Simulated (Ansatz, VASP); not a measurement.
# One calculation of PbS, two programs

```
CELL_PARAMETERS angstrom
-0.02966 2.96575 2.96575
2.96575 -0.02966 2.96575
2.93609 2.93609 0.00000
ATOMIC_POSITIONS crystal
Pb 0.00000 0.00000 0.00000
S 0.50000 0.50000 0.50000
```

Alike in both runs: functional PBEsol; k mesh 7 × 7 × 7; occupations fermi-dirac, width 0.05 eV; no spin polarisation.

|  | VASP | Ansatz |
| --- | --- | --- |
| version | VASP 6.6.1 | Ansatz 0.2.0 |
| potentials or method | VASP PAW PBE potentials, release 64 (Pb_d, S) | Ansatz PAW |
| plane-wave cutoff (eV) | 520 | 420 |
| valence electrons in the cell | 20 | 20 |
| task | single point | band structure |

VASP gave:

```
pressure (GPa)                                                : -1.0
traceless stress, the component that is largest in VASP (GPa) : 0.40
```

Task: What did Ansatz give for the same quantities?

Result: Pressure (GPa): -0.9; traceless stress, the component that is largest in VASP (GPa): 0.40.

VASP's potentials were made for PBE, not for PBEsol. With one functional, cell and mesh, what is left measures potentials, basis and numerics.

Spin-orbit coupling is off throughout.
